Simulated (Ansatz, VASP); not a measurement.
# Two plane-wave programs on TiGe4Mo

Contents of INCAR:

```
PREC = Accurate
ENCUT = 600
EDIFF = 1E-6
ISMEAR = 0
SIGMA = 0.1
LREAL = F
LASPH = T
NELM = 80
ALGO = Normal
ISIF = 3
LWAVE = F
LCHARG = F
GGA = PE
IBRION = 2
NSW = 90
EDIFFG = -0.04
```

Contents of KPOINTS:

```
Automatic mesh
0
Gamma
  6 6 2
```

The input POSCAR:

```
TiGe4Mo
1.0
    3.5401402700      0.0000000000      0.0000000000
    0.0000000000      3.5401402700      0.0000000000
    0.0000000000      0.0000000000      8.7286892900
Ti Ge Mo
1 4 1
Direct
    0.0000000000      0.0000000000      0.0000000000
    0.0000000000      0.0000000000      0.6616742600
    0.5000000000      0.5000000000      0.1616742600
    0.0000000000      0.0000000000      0.3383257400
    0.5000000000      0.5000000000      0.8383257400
    0.5000000000      0.5000000000      0.5000000000
```

Input for Ansatz:

```yaml
crystal:
  lattice:
    - [3.54014027, 0.0, 0.0]
    - [0.0, 3.54014027, 0.0]
    - [0.0, 0.0, 8.72868929]
  atoms:
    - { symbol: Ti, position: [0.0, 0.0, 0.0] }
    - { symbol: Ge, position: [0.0, 0.0, 0.66167426] }
    - { symbol: Ge, position: [0.5, 0.5, 0.16167426] }
    - { symbol: Ge, position: [0.0, 0.0, 0.33832574] }
    - { symbol: Ge, position: [0.5, 0.5, 0.83832574] }
    - { symbol: Mo, position: [0.5, 0.5, 0.5] }
basis:
  ecutwfc: 420
kpoints:
  mp_grid: { grid: [6, 6, 2] }
hamiltonian:
  xc: pbe
scf:
  occupations: { method: gaussian, width: 0.1 }
  lower_state_search: "off"
output:
  forces: true
  stress: true
  eigenvalues: true
relax:
  adjacent_minimum: "off"
  f_tol: 0.04
  max_steps: 70
  cell: { stress_tol: 0.4 }
```

Alike in both runs: task relaxation of cell and atoms; functional PBE; k mesh 6 × 6 × 2; occupations gaussian, width 0.1 eV; no spin polarisation.

```csv
,VASP,Ansatz
version,VASP 6.6.1,Ansatz 0.2.0
potentials or method,"VASP PAW PBE potentials, release 64 (Ti_sv, Ge_d, Mo_sv), cutoff 600 eV","scalar-relativistic, plane waves, PAW"
valence electrons in the cell,82,82
```

|  | VASP | Ansatz | Ansatz less VASP |
| --- | --- | --- | --- |
| gap on the k mesh at the Fermi level, each at its own relaxed structure (eV) | none | none | - |
| relaxed volume (Å³/atom) | 15.82 | 15.80 | -0.022 |
| relaxed cell length with the largest relative difference (Å) | 3.344 | 3.342 | -0.0025 |

A gap of «none» marks a metal or a gap that the smearing closes.
